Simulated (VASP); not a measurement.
# Te (Fm-3m) in VASP: single point with LDA

Aim: the single point of Te with LDA.

Everything below comes from runs of VASP 6.6.1. Logs are shortened: lines on timing, memory, paths and dates and some standing lists are left out, and cuts for length are marked.

**1. The cell of the first run**

The structure is cubic, space group Fm-3m (No. 225). Conventional cell: a = 4.726 Å, b = 4.726 Å, c = 4.726 Å, α = 90.00°, β = 90.00°, γ = 90.00°. Within 4.4 Å of Te (site symmetry m-3m) lie 12 Te at 3.34 Å.

**2. Single point, LDA**

INCAR

```
SYSTEM = Te
PREC = Accurate ; ENCUT = 520
EDIFF = 1E-7 ; ISMEAR = -1
SIGMA = 0.13605693000000002 ; LREAL = .False.
LASPH = .True. ; NELM = 80
ALGO = Normal ; ISIF = 2
LWAVE = .False. ; LCHARG = .True.
LELF = .True. ; LVHAR = .True.
NBANDS = 9
```

KPOINTS

```
regular mesh
0
Gamma
  12 12 12
  0 0 0
```

POSCAR

```
Te
1.0
    0.0000000000      2.3628539637      2.3628539637
    2.3628539637      0.0000000000      2.3628539637
    2.3628539637      2.3628539637      0.0000000000
Te
1
Direct
    0.0000000000      0.0000000000      0.0000000000
```

Potentials or basis: VASP PAW LDA potentials, release 64 (Te).

Started as:

```sh
cat potpaw_LDA.64/Te/POTCAR > POTCAR
mpirun -np 1 vasp_std > vasp.out
```

OUTCAR:

```text
SYSTEM = Te
   PREC = Accurate
   ENCUT = 520
   EDIFF = 1E-7
   ISMEAR = -1
   LREAL = .False.
   LASPH = .True.
   NELM = 80
   ISIF = 2

 ion  position               nearest neighbor table
   1  0.000  0.000  0.000-

  LATTYP: Found a face centered cubic cell.
 ALAT       =     4.7257079274

  Lattice vectors:

 A1 = (   0.0000000000,   2.3628539637,   2.3628539637)
 A2 = (   2.3628539637,   0.0000000000,   2.3628539637)
 A3 = (   2.3628539637,   2.3628539637,   0.0000000000)

Analysis of symmetry for initial positions (statically):
=====================================================================
 Subroutine PRICEL returns:
 Original cell was already a primitive cell.

 Routine SETGRP: Setting up the symmetry group for a
 face centered cubic supercell.

 Subroutine GETGRP returns: Found 48 space group operations
 (whereof 48 operations were pure point group operations)
 out of a pool of 48 trial point group operations.

The static configuration has the point symmetry O_h .

Analysis of symmetry for dynamics (positions and initial velocities):
=====================================================================
 Subroutine PRICEL returns:
 Original cell was already a primitive cell.

 Routine SETGRP: Setting up the symmetry group for a
 face centered cubic supercell.

 Subroutine GETGRP returns: Found 48 space group operations
 (whereof 48 operations were pure point group operations)
 out of a pool of 48 trial point group operations.

The dynamic configuration has the point symmetry O_h .

 Subroutine INISYM returns: Found 48 space group operations
 (whereof 48 operations are pure point group operations),
 and found     1 'primitive' translations

----------------------------------------------------------------------------------------

                                     Primitive cell

  volume of cell :      26.3840

  direct lattice vectors                    reciprocal lattice vectors
     0.000000000  2.362853964  2.362853964    -0.211608507  0.211608507  0.211608507
     2.362853964  0.000000000  2.362853964     0.211608507 -0.211608507  0.211608507
     2.362853964  2.362853964  0.000000000     0.211608507  0.211608507 -0.211608507

  length of vectors
     3.341580121  3.341580121  3.341580121     0.366516686  0.366516686  0.366516686

  position of ions in fractional coordinates (direct lattice)
     0.000000000  0.000000000  0.000000000

  ion indices of the primitive-cell ions
   primitive index   ion index
                 1           1

----------------------------------------------------------------------------------------

 KPOINTS: regular mesh

Automatic generation of k-mesh.
 Grid dimensions read from file:
 generate k-points for:   12   12   12

 Generating k-lattice:

  Cartesian coordinates                     Fractional coordinates (reciprocal lattice)
    -0.017634042  0.017634042  0.017634042     0.083333333  0.000000000  0.000000000
     0.017634042 -0.017634042  0.017634042     0.000000000  0.083333333  0.000000000
     0.017634042  0.017634042 -0.017634042     0.000000000  0.000000000  0.083333333

  Length of vectors
     0.030543057  0.030543057  0.030543057

  Shift w.r.t. Gamma in fractional coordinates (k-lattice)
     0.000000000  0.000000000  0.000000000

 Subroutine IBZKPT returns following result:
 ===========================================

 Found     72 irreducible k-points:

 Following reciprocal coordinates:
            Coordinates               Weight
  0.000000  0.000000  0.000000      1.000000
  0.083333  0.000000  0.000000      8.000000
  0.166667  0.000000  0.000000      8.000000
  0.250000  0.000000  0.000000      8.000000
  0.333333  0.000000  0.000000      8.000000
  0.416667  0.000000  0.000000      8.000000
[... 16 lines left out ...]
  0.500000  0.166667  0.000000     24.000000
 -0.416667  0.166667  0.000000     24.000000
 [... further k-points ...]
   k-points           NKPTS =     72   k-points in BZ     NKDIM =     72   number of bands    NBANDS=      9
   number of dos      NEDOS =    301   number of ions     NIONS =      1
   total plane-waves  NPLWV =  21952
   dimension x,y,z NGX =    28 NGY =   28 NGZ =   28
   dimension x,y,z NGXF=    56 NGYF=   56 NGZF=   56
   ions per type =               1
   NGX,Y,Z   is equivalent  to a cutoff of  13.93, 13.93, 13.93 a.u.
   NGXF,Y,Z  is equivalent  to a cutoff of  27.86, 27.86, 27.86 a.u.
 SYSTEM =  Te
   PREC   = accura    normal or accurate (medium, high low for compatibility)
   ISTART =      0    job   : 0-new  1-cont  2-samecut
   ICHARG =      2    charge: 1-file 2-atom 10-const
   ISPIN  =      1    spin polarized calculation?
   LNONCOLLINEAR =      F non collinear calculations
   LSORBIT =      F    spin-orbit coupling
   LASPH  =      T    aspherical Exc in radial PAW
   ENCUT  =  520.0 eV  38.22 Ry    6.18 a.u.   6.21  6.21  6.21*2*pi/ulx,y,z
   NELM   =     80;   NELMIN=  2; NELMDL= -5     # of ELM steps
   EDIFF  = 0.1E-06   stopping-criterion for ELM
   LREAL  =      F    real-space projection
   EDIFFG = 0.1E-05   stopping-criterion for IOM
   NSW    =      0    number of steps for IOM
   IBRION =     -1    ionic relax: 0-MD 1-quasi-New 2-CG
   NFREE  =      0    steps in history (QN), initial steepest desc. (CG)
   ISIF   =      2    stress and relaxation
   ISYM   =      2    0-nonsym 1-usesym 2-fastsym
   POTIM  = 0.5000    time-step for ionic-motion
   TEBEG  =    0.0;   TEEND  =   0.0 temperature during run
   PSTRESS=    0.0 pullay stress
   NELECT =       6.0000    total number of electrons
   NUPDOWN=      -1.0000    fix difference up-down
   EMIN   =  10.00;   EMAX   =-10.00  energy-range for DOS
   EFERMI =   0.00;   METHOD = LEGACY
   ISMEAR =    -1;   SIGMA  =   0.14  broadening in eV -4-tet -1-fermi 0-gaus
   EFERMI_NEDOS =   21; number of points for ismear=-14 and -15
   IALGO  =     38    algorithm
   IMIX   =      4    mixing-type and parameters
     AMIX     =   0.40;   BMIX     =  1.00
     AMIX_MAG =   1.60;   BMIX_MAG =  1.00
  volume/ion in A,a.u.               =      26.38       178.05
  Fermi-wavevector in a.u.,A,eV,Ry     =   0.999260  1.888327 13.585688  0.998520
  Thomas-Fermi vector in A             =   2.131538
   LORBIT       =      0    0 simple, 1 ext, 2 COOP (PROOUT), +10 PAW based schemes
   GGA     = CA    functional components
   LHFCALC =     F    Hartree Fock is set to
   AEXX    =    0.0000 exact exchange contribution
   IVDW    =     0    specifies the selected vdW correction
   LEPSILON=     F    determine dielectric tensor
   LRPA    =     F    only Hartree local field effects (RPA)
 non-spin polarized calculation
  energy-cutoff  :      520.00
  volume of cell :       26.38
 maximum number of plane-waves:       725
 NGX is ok and might be reduce to    28
   NGX = 13   NGY = 13   NGZ = 13

 number of electron       6.0000000 magnetization

 Free energy of the ion-electron system (eV)
  ---------------------------------------------------
  ext. energy  EPLUGINS =         0.00000000
  ---------------------------------------------------
  free energy    TOTEN  =        -3.50659198 eV

  energy without entropy =       -3.45135844  energy(sigma->0) =       -3.47897521

 E-fermi :   8.7368     XC(G=0): -10.5691

 val. band max:        8.6705731082   @ k =  -0.4167   0.3333   0.0000
 cond. band min:       8.7652627435   @ k =   0.3333   0.2500   0.0000
 fundamental gap:      0.0946896353
 Fermi energy:         8.7368078633

 k-point     1 :       0.0000    0.0000    0.0000
  band No.  band energies     occupation
      1      -5.7011      2.00000
      2      12.1274      0.00000
      3      12.1274      0.00000
      4      12.1274      0.00000
      5      18.3420      0.00000
      6      18.3420      0.00000
      7      18.3420      0.00000
      8      19.2649      0.00000
      9      19.3046      0.00000

 k-point     2 :       0.0833    0.0000    0.0000
  band No.  band energies     occupation
      1      -5.5712      2.00000
      2      11.0806      0.00000
      3      11.9910      0.00000
      4      11.9910      0.00000
      5      17.5345      0.00000
      6      18.5891      0.00000
      7      18.5891      0.00000
      8      19.8884      0.00000
      9      20.8437      0.00000

 k-point     3 :       0.1667    0.0000    0.0000
  band No.  band energies     occupation
      1      -5.1862      2.00000
      2       8.9347      0.37854
      3      11.6618      0.00000
      4      11.6618      0.00000
      5      16.8251      0.00000
      6      19.0130      0.00000
      7      19.0130      0.00000
      8      21.0917      0.00000
      9      21.1157      0.00000

 k-point     4 :       0.2500    0.0000    0.0000
  band No.  band energies     occupation
      1      -4.5640      2.00000
      2       6.6402      2.00000
      3      11.2840      0.00000
      4      11.2840      0.00000
      5      16.3660      0.00000
      6      18.7272      0.00000
      7      18.7272      0.00000
      8      20.4290      0.00000
      9      21.6324      0.00000
[... 205 lines left out ...]
 k-point    22 :       0.4167    0.1667    0.0000
  band No.  band energies     occupation
      1      -3.0469      2.00000
      2       4.2830      2.00000
      3       8.8903      0.48897
      4       9.5982      0.00355
      5      14.9553      0.00000
      6      18.2196      0.00000
      7      19.9887      0.00000
      8      20.5553      0.00000
      9      22.7864      0.00000

 k-point    23 :       0.5000    0.1667    0.0000
  band No.  band energies     occupation
      1      -2.3104      2.00000
      2       2.9868      2.00000
      3       8.3146      1.91403
      4       9.7135      0.00152
      5      14.9490      0.00000
      6      18.6627      0.00000
      7      19.3771      0.00000
      8      21.7158      0.00000
      9      22.6123      0.00000

 k-point    24 :      -0.4167    0.1667    0.0000
  band No.  band energies     occupation
      1      -2.1762      2.00000
      2       2.7825      2.00000
      3       7.9274      1.99480
      4      10.0432      0.00014
      5      15.2405      0.00000
      6      18.5724      0.00000
      7      18.9807      0.00000
      8      22.7506      0.00000
      9      23.5204      0.00000

 [... further k-points ...]
[... 5 lines left out ...]
  --------------------------------------------------------------------------------------
  -------------------------------------------------------------------------------------
  Total        0.0479519      0.0479519      0.0479519     -0.0000000      0.0000000     -0.0000000
  in kB        2.9118984      2.9118984      2.9118984     -0.0000000      0.0000000     -0.0000000
  external PRESSURE =       2.9118984 kB  Pullay stress =       0.0000000 kB

 VOLUME and BASIS-vectors are now :
 -----------------------------------------------------------------------------
  energy-cutoff  :      520.00
  volume of cell :       26.38
      direct lattice vectors                 reciprocal lattice vectors
     0.000000000  2.362853964  2.362853964    -0.211608507  0.211608507  0.211608507
     2.362853964  0.000000000  2.362853964     0.211608507 -0.211608507  0.211608507
     2.362853964  2.362853964  0.000000000     0.211608507  0.211608507 -0.211608507

 POSITION                                       TOTAL-FORCE (eV/Angst)
 -----------------------------------------------------------------------------------
      0.00000      0.00000      0.00000        -0.000000      0.000000     -0.000000
 -----------------------------------------------------------------------------------
    total drift:                                0.000000      0.000000      0.000000

  FREE ENERGIE OF THE ION-ELECTRON SYSTEM (eV)
  ---------------------------------------------------
  free  energy   TOTEN  =        -3.5065919835 eV

  energy  without entropy=       -3.4513584363  energy(sigma->0) =       -3.47897521
```

Run time: 15 s. Hardware: 1 thread of Intel Xeon Platinum 8259CL at 2.50GHz (Skylake/Cascade Lake), shared host; peak memory 0.15 GiB.

What came out:

```yaml
Free_energy: -3.5066 eV
Pressure: 0.3 GPa
Band_gap_on_the_k_mesh: zero (band 3 reaches 12.13 eV, above the bottom of band 4 at 6.40 eV)
```

Caveat: spin-orbit coupling is left out, which moves the levels of the heavy elements.
